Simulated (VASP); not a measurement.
# PbS: single point with PBE

PbS:

```
CELL_PARAMETERS angstrom
3.65366 0.00000 0.00000
0.00000 3.65366 0.00000
0.00000 0.00000 3.65366
ATOMIC_POSITIONS crystal
Pb 0.00000 0.00000 0.00000
S 0.50000 0.50000 0.50000
```

- Program: VASP 6.6.1
- Task: single point
- Functional: PBE
- Potentials or basis: VASP PAW PBE potentials, release 64 (Pb_d, S)
- Cutoff: 520 eV
- k mesh: 7 × 7 × 7
- Occupations: fermi-dirac, width 0.05 eV
- Spin: no spin polarisation
- Dipole correction: no
- Further INCAR settings: ALGO = Normal; EDIFF = 1e-07; NBANDS = 17

```json
{
 "Pressure": "-0.1 GPa",
 "Band gap on the k mesh": "0.12 eV, indirect (least direct gap 1.44 eV)"
}
```

Levels at points of the mesh, in eV from the valence-band top:
```csv
k point,band 7,band 8,band 9,band 10,band 11,band 12,band 13,band 14
"(0.00, 0.00, 0.00)",-6.59,-1.45,-1.45,-1.45,5.63,5.63,6.66,6.66
```

Run time: 34 s on 1 thread of Intel Xeon 8259CL, with other jobs on the host, peak memory 0.16 GiB.

Caveat: spin-orbit coupling is left out, which moves the levels of the heavy elements. A k mesh can miss the band edges.
